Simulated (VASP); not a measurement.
The system is W.

```xyz
1
Lattice="-1.5823 1.5823 1.5823 1.5823 -1.5823 1.5823 1.5823 1.5823 -1.5823" Properties=species:S:1:pos:R:3 pbc="T T T"
W     0.0000    0.0000    0.0000
```

- Program: VASP 6.6.1
- Task: relaxation of volume and atoms at fixed shape
- Functional: LDA
- Potentials or basis: VASP PAW LDA potentials, release 64 (W_sv)
- Cutoff: 600 eV
- k mesh: 9 × 9 × 9
- Occupations: fermi-dirac, width 0.02 eV
- Spin: no spin polarisation

At the start: pressure -7.2 GPa; volume 15.85 Å³/atom.

Where does the relaxation end?

Over 4 steps the energy falls by 8.0 meV/atom and the volume is 15.50 Å³/atom (-2.2 %); space group Im-3m (No. 229, to 0.05 Å).

Step by step:
| step | energy change (eV) | largest force (eV/Å) | pressure (GPa) | volume (Å³) |
| --- | --- | --- | --- | --- |
| 1 | 0.0000 | 0.0000 | -7.20 | 15.85 |
| 2 | 0.1069 | 0.0000 | 31.19 | 14.27 |
| 3 | -0.0080 | 0.0000 | -0.44 | 15.52 |
| 4 | -0.0080 | 0.0000 | -0.02 | 15.50 |

Final structure:
```
W
1.0
    -1.57066    1.57066    1.57066
     1.57066   -1.57066    1.57066
     1.57066    1.57066   -1.57066
W
1
Cartesian
  0.0000 0.0000 0.0000
```
